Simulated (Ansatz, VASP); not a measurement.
Two plane-wave programs on SnSe

```
CELL_PARAMETERS angstrom
0.00000 -4.16723 0.00000
0.00000 0.00000 -4.38840
13.48362 0.00000 0.00000
ATOMIC_POSITIONS crystal
Sn 0.75000 0.90394 0.52604
Sn 0.25000 0.09606 0.32563
Sn 0.25000 0.40394 0.75147
Sn 0.75000 0.59606 0.10020
Se 0.75000 0.52301 0.30404
Se 0.25000 0.47699 0.54763
Se 0.25000 0.02301 0.12179
Se 0.75000 0.97699 0.72988
```

Alike in both runs: task single point; functional PBE; dispersion D3(BJ); k mesh 8 × 8 × 3; occupations gaussian, width 0.05 eV; no spin polarisation.

|  | VASP | Ansatz |
| --- | --- | --- |
| version | VASP 6.6.1 | Ansatz 0.2.0 |
| potentials or method | VASP PAW PBE potentials, release 64 (Sn_d, Se), cutoff 520 eV | scalar-relativistic, plane waves, PAW |
| valence electrons in the cell | 80 | 120 |

VASP gave:

```
gap on the k mesh at the Fermi level (eV)                     : 0.53
pressure (GPa)                                                : 0.2
traceless stress, the component that is largest in VASP (GPa) : -1.21
rms of the force components (eV/Å)                            : 0.036
```

Problem. What did Ansatz give for the same quantities?

Solution. gap on the k mesh at the Fermi level (eV): 0.54; pressure (GPa): 0.2; traceless stress, the component that is largest in VASP (GPa): -1.22; rms of the force components (eV/Å): 0.035.

Atom by atom the forces differ by 0.008 eV/Å (rms over components). VASP's potentials hold 80 valence electrons a cell and Ansatz's 120, so a difference there can come from the potentials and not from the codes. Ansatz's warnings: dispersion switch in reach, stress scf threshold loose.
